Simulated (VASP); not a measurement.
A run of VASP 6.6.1:

Contents of INCAR:

```
PREC = Accurate
ENCUT = 520
EDIFF = 1E-7
ISMEAR = 0
SIGMA = 0.05
LREAL = False
LASPH = True
NELM = 60
ALGO = Normal
ISIF = 2
LWAVE = False
LCHARG = True
GGA = PE
LELF = True
LVHAR = True
NBANDS = 16
```

Contents of KPOINTS:

```
regular mesh
0
Gamma
  10 10 10
```

The input POSCAR:

```
CdTe
1.0
    0.0000000000      3.5943810021      2.8036171816
    3.5943810021      0.0000000000      2.8036171816
    3.5943810021      3.5943810021      0.0000000000
Cd Te
1 1
Direct
    0.0000000000      0.0000000000      0.0000000000
    0.7500000000      0.7500000000      0.7500000000
```

Potentials or basis: VASP PAW PBE potentials, release 64 (Cd, Te).

Command:

```bash
$ cat potpaw_PBE.64/Cd/POTCAR potpaw_PBE.64/Te/POTCAR > POTCAR
$ mpirun -np 1 vasp_std > vasp.out
```

Hardware: 1 thread of Intel Xeon 8259CL (shared host).

Estimate the wall time of this run.

It took 3.1 min on 1 thread of Intel Xeon 8259CL, with other jobs on the host, peak memory 0.3 GiB. Counts: scf iterations 14, k points 102.
